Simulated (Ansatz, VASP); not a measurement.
**TlCl: VASP beside Ansatz**

File INCAR:

```
ALGO = Normal
EDIFF = 1E-6
ENCUT = 500
GGA = PE
GGA_COMPAT = F
ISIF = 2
ISMEAR = 0
LASPH = T
LCHARG = F
LORBIT = 11
LORBMOM = T
LREAL = F
LSORBIT = T
LWAVE = F
MAGMOM = 0 0 0 0 0 0
NBANDS = 32
NELM = 200
PREC = Accurate
SIGMA = 0.05
```

File KPOINTS:

```
k-points
0
Gamma
  8 8 8
```

File POSCAR:

```
TlCl
1.0
    3.8339977844      0.0000000000      0.0000000000
    0.0000000000      3.8339977844      0.0000000000
    0.0000000000      0.0000000000      3.8339977844
Tl Cl
1 1
Direct
    0.0000000000      0.0000000000      0.0000000000
    0.5000000000      0.5000000000      0.5000000000
```

Input for Ansatz:

```yaml
crystal:
  lattice:
    - [3.8339977844, 0.0, 0.0]
    - [0.0, 3.8339977844, 0.0]
    - [0.0, 0.0, 3.8339977844]
  atoms:
    - { symbol: Tl, position: [0.0, 0.0, 0.0] }
    - { symbol: Cl, position: [0.5, 0.5, 0.5] }
basis:
  ecutwfc: 420
  ecutrho_ratio: 4
kpoints:
  mp_grid: { grid: [8, 8, 8] }
  band_path:
    path:
      - [[0.0, 0.0, 0.0], [0.0, 0.5, 0.0], [0.5, 0.5, 0.0], [0.0, 0.0, 0.0], [0.5, 0.5, 0.5], [0.0, 0.5, 0.0]]
      - [[0.5, 0.5, 0.5], [0.5, 0.5, 0.0]]
    npoints: 10
hamiltonian:
  xc: pbe
scf:
  occupations: { method: gaussian, width: 0.05 }
output:
  forces: true
  stress: true
  eigenvalues: true
  populations: true
  eigenstates:
    nscf_kmesh: { grid: [14, 14, 14] }
    de_dk: true
    e_range: [-2.5, 4.575082428512]
  write_density: true
  write_potential: true
  elf: true
  volumetric_format: npy
magnetization:
  noncollinear: true
  spin_orbit: true
```

Alike in both runs: task single point; functional PBE; k mesh 8 × 8 × 8; occupations gaussian, width 0.05 eV; non-collinear spin, spin-orbit coupling.

|  | VASP | Ansatz |
| --- | --- | --- |
| version | VASP 6.6.1 | Ansatz 0.2.0 |
| potentials or method | VASP PAW PBE potentials, release 64 (Tl_d, Cl), cutoff 500 eV | plane waves, PAW |
| valence electrons in the cell | 20 | 20 |

```csv
,VASP,Ansatz,Ansatz less VASP
pressure (GPa),1.1,1.1,+0.03
```
